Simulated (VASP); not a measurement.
Write the native input for VASP 6.6.1 that does the following.

```yaml
Task: single point
Functional: B3LYP5
Potentials_or_basis: VASP PAW PBE potentials, release 64 (Al, N)
Cutoff: 520 eV
k_mesh: 5 × 5 × 5
Occupations: fermi-dirac, width 0.05 eV
Spin: no spin polarisation
Dipole_correction: no
Grid_for_exact_exchange_PRECFOCK: Normal
Further_INCAR_settings: ALGO = Normal; EDIFF = 1e-06; NBANDS = 11
```

Crystal: AlN.

```
CELL_PARAMETERS angstrom
0.00000 2.15448 2.15448
2.15448 0.00000 2.15448
2.15448 2.15448 0.00000
ATOMIC_POSITIONS crystal
Al 0.00000 0.00000 0.00000
N 0.25000 0.25000 0.25000
```

The input as run:

POSCAR

```
AlN
1.0
    0.0000000000      2.1544765148      2.1544765148
    2.1544765148      0.0000000000      2.1544765148
    2.1544765148      2.1544765148      0.0000000000
Al N
1 1
Direct
    0.0000000000      0.0000000000      0.0000000000
    0.2500000000      0.2500000000      0.2500000000
```

INCAR.step1

```
SYSTEM = AlN
  PREC = Accurate
  ENCUT = 520
  EDIFF = 1E-5
  ISMEAR = -1
  SIGMA = 0.05
  LREAL = .FALSE.
  LASPH = .TRUE.
  NELM = 100
  ALGO = Normal
  ISIF = 2
  LWAVE = .TRUE.
  LCHARG = .FALSE.
  GGA = PE
  NBANDS = 11
```

INCAR.step2

```
SYSTEM = AlN
  PREC = Accurate
  ENCUT = 520
  EDIFF = 1E-6
  ISMEAR = -1
  SIGMA = 0.05
  LREAL = .FALSE.
  LASPH = .TRUE.
  NELM = 100
  ALGO = Normal
  ISIF = 2
  LWAVE = .FALSE.
  LCHARG = .FALSE.
  GGA = B5
  LHFCALC = .TRUE.
  AEXX = 0.2
  AGGAX = 0.72
  AGGAC = 0.81
  ALDAC = 0.19
  PRECFOCK = Normal
  ISTART = 1
  NBANDS = 11
```

KPOINTS

```
regular mesh
0
G
  5 5 5
  0 0 0
```

Potentials or basis: VASP PAW PBE potentials, release 64 (Al, N).

Command:

```bash
$ cat potpaw_PBE.64/Al/POTCAR potpaw_PBE.64/N/POTCAR > POTCAR
$ cp INCAR.step1 INCAR
$ mpirun -np 1 vasp_std > vasp.out
$ cp INCAR.step2 INCAR
$ mpirun -np 1 vasp_std > vasp.out
```

It gave:

The pressure is 12.9 GPa and the band gap on the k mesh is 5.93 eV, indirect (least direct gap 6.60 eV).

Caveat: the k points lie up to 0.51 Å⁻¹ apart; the PAW data sets were made with another functional, which shifts forces and pressure a little.

Run time: 97 s on 1 thread of Intel(R) Xeon(R) Platinum 8375C CPU @ 2.90GHz (Ice Lake), with other jobs on the host, peak memory 0.13 GiB.
